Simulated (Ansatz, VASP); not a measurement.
## PtS2 in VASP and in Ansatz

```
S Pt
1.0
     3.54153    0.00000    0.00000
    -1.77076    3.06705    0.00000
     0.00000    0.00000   22.46706
S Pt
4 2
Cartesian
  1.7708 1.0224 4.5000
  0.0000 2.0447 6.9835
  0.0000 2.0447 10.4435
  -1.7708 3.0671 12.9271
  0.0000 0.0000 5.7418
  -1.7708 1.0224 11.6853
```

Alike in both runs: task single point; functional PBE; dispersion D3(BJ); k mesh 9 × 9 × 1; occupations gaussian, width 0.05 eV; no spin polarisation.

|  | VASP | Ansatz |
| --- | --- | --- |
| version | VASP 6.6.1 | Ansatz 0.2.0 |
| potentials or method | VASP PAW PBE potentials, release 64 (S, Pt), cutoff 520 eV | scalar-relativistic, plane waves, PAW |
| valence electrons in the cell | 44 | 60 |

```tsv
	VASP	Ansatz	Ansatz less VASP
gap on the k mesh at the Fermi level (eV)	1.35	1.35	-0.007
least direct gap on the mesh (eV)	1.46	1.46	-0.008
rms of the force components (eV/Å)	0.034	0.019	-0.0150
```

VASP's potentials hold 44 valence electrons a cell and Ansatz's 60, so a difference there can come from the potentials and not from the codes.

Spin-orbit coupling is off throughout.
